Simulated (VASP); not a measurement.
Runs of VASP 6.6.1 on PbS. The structure is that of space group Fm-3m (No. 225), or close to it. The cells are those of the table. 

| cell | gap on the mesh (eV) | pressure (GPa) |
| --- | --- | --- |
| a = 4.172, b = 4.172, c = 4.151 Å, angles 60.2, 60.2, 59.7°, 2 atoms | 0.53 | (a) |
| a = 4.151, b = 4.151, c = 4.109 Å, angles 60.3, 60.3, 59.3°, 2 atoms | 0.44 | 4.2 |
| a = 4.235, b = 4.235, c = 4.277 Å, angles 59.7, 59.7, 60.7°, 2 atoms | 0.75 | -0.9 |
| a = 4.131, b = 4.131, c = 4.067 Å, angles 60.5, 60.5, 59.0°, 2 atoms | 0.33 | 5.9 |
| a = 4.110, b = 4.110, c = 4.025 Å, angles 60.7, 60.7, 58.6°, 2 atoms | 0.20 | 7.8 |
| a = 4.214, b = 4.214, c = 4.235 Å, angles 59.8, 59.8, 60.3°, 2 atoms | 0.69 | (b) |

Alike in all rows: task single point; level r2SCAN; potentials or basis VASP PAW PBE potentials, release 64 (Pb_d, S); no spin polarisation; k mesh 8 × 8 × 8; cutoff (eV) 520; smearing gaussian 0.05 eV.

Fill in the values left out.

(a) 2.7; (b) 0.1.

Caveats: the PAW data sets were made with another functional, which shifts forces and pressure a little; spin-orbit coupling is left out, which moves the levels of the heavy elements.

A k mesh can miss the band edges, and the runs leave out spin-orbit coupling on Pb.
